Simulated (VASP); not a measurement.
**TiTe2: single point with PBE**

TiTe2:

```xyz
3
Lattice="3.7581 0.0000 0.0000 -1.8790 3.2546 0.0000 0.0000 0.0000 6.7302" Properties=species:S:1:pos:R:3 pbc="T T T"
Ti    0.0000    0.0000    0.0000
Te    1.8790    1.0849    1.7304
Te    0.0000    2.1697    4.9999
```

This cell differs from its parent crystal: volume scaled by 0.97, then relaxed in part.

```json
{
  "Program": "VASP 6.6.1",
  "Task": "single point",
  "Functional": "PBE",
  "Potentials or basis": "VASP PAW PBE potentials, release 64 (Ti_sv, Te)",
  "Cutoff": "520 eV",
  "k mesh": "12 × 12 × 8",
  "Occupations": "gaussian, width 0.1 eV",
  "Spin": "no spin polarisation"
}
```

- Pressure: 0.4 GPa
- Largest force: 0.003 eV/Å
- Band gap on the k mesh: zero (band 12 reaches 6.93 eV, above the bottom of band 13 at 6.23 eV)

Forces in eV/Å, atoms in the order of the input:
```
Ti   0.000  0.000  0.000
Te   0.000  0.000  0.003
Te   0.000  0.000 -0.003
```

Levels at points of the mesh, in eV from the Fermi level:
```tsv
k point	band 10	band 11	band 12	band 13	band 14	band 15
(0.00, 0.00, 0.00)	0.20	0.29	0.40	0.40	1.12	1.12
(0.50, 0.00, 0.00)	-2.38	-1.74	-0.98	-0.02	1.16	1.50
(0.00, 0.00, 0.50)	-1.54	0.39	0.39	0.90	0.90	0.92
(0.50, 0.00, 0.50)	-1.93	-1.15	-0.59	-0.29	1.16	1.48
```

It took 100 s on 1 thread of Intel(R) Xeon(R) 6975P-C (Granite Rapids), on a shared host, peak memory 0.33 GiB.

Caveat: spin-orbit coupling is left out, which moves the levels of the heavy elements; this functional lacks dispersion, which binds the layers, so the pressure and a relaxed spacing across them are unreliable.
